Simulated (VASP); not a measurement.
Ga: single point with LDA

The system is Ga.

```xyz
1
Lattice="-1.2962 1.2962 1.2962 1.2962 -1.2962 1.2962 1.2962 1.2962 -1.2962" Properties=species:S:1:pos:R:3 pbc="T T T"
Ga    0.0000    0.0000    0.0000
```

This cell differs from its parent crystal: volume scaled by 0.501, to set the pressure.

* Program: VASP 6.6.1
* Task: single point
* Functional: LDA
* Potentials or basis: VASP PAW LDA potentials, release 64 (Ga_d)
* Cutoff: 500 eV
* k mesh: 20 × 20 × 20
* Occupations: fermi-dirac, width 0.1 eV
* Spin: no spin polarisation

The pressure is 233.5 GPa.

Levels at points of the mesh, in eV from the Fermi level:
```
           k point  band 4  band 5  band 6  band 7  band 8  band 9
(0.00, 0.00, 0.00)  -17.74  -16.76  -16.76   22.42   22.42   22.42
(0.50, 0.00, 0.00)  -16.70  -16.11   -9.17   -4.95   12.41   13.00
(0.50, 0.50, 0.50)  -16.27  -16.27    1.28    1.28    1.28    6.88
```

Run time: 7.7 s on 1 thread of Intel Xeon 6975P-C (shared host), peak memory 0.13 GiB.

Caveat: the cell differs from its parent crystal (volume scaled by 0.501, to set the pressure).
